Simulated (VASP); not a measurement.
**Mg: single point with BLYP+D3(BJ)**

The system is Mg.

```
CELL_PARAMETERS angstrom
0.00000 2.24426 2.24426
2.24426 0.00000 2.24426
2.24426 2.24426 0.00000
ATOMIC_POSITIONS crystal
Mg 0.00000 0.00000 0.00000
```

This isn't the form of Mg at room conditions, which is hcp.

| Property | Result |
| --- | --- |
| Program | VASP 6.6.1 |
| Task | single point |
| Functional | BLYP |
| Dispersion | D3(BJ) |
| Potentials or basis | VASP PAW PBE potentials, release 64 (Mg) |
| Cutoff | 600 eV |
| k mesh | 10 × 10 × 10 |
| Occupations | fermi-dirac, width 0.15 eV |
| Spin | no spin polarisation |
| Dipole correction | no |
| Further INCAR settings | ALGO = Normal; EDIFF = 1e-06; NBANDS = 7 |

The pressure is -2.9 GPa. The band gap on the k mesh is zero (bands 1 and 2 overlap by 2.20 eV) and the dispersion energy per atom is -0.661 eV.

Levels at points of the mesh, in eV from the Fermi level:
```tsv
k point	band 1	band 2	band 3	band 4	band 5	band 6
(0.00, 0.00, 0.00)	-7.03	12.35	12.35	12.35	14.26	14.26
(0.50, 0.00, 0.00)	-1.71	-1.41	11.31	11.31	12.01	12.01
(0.50, 0.50, 0.00)	-0.27	0.78	6.07	6.92	6.92	9.75
```

Wall time 7.6 s on 1 thread of Intel(R) Xeon(R) 6975P-C (Granite Rapids), with other jobs on the host, peak memory 0.16 GiB.

Caveat: the PAW data sets were made with another functional, which shifts forces and pressure a little.
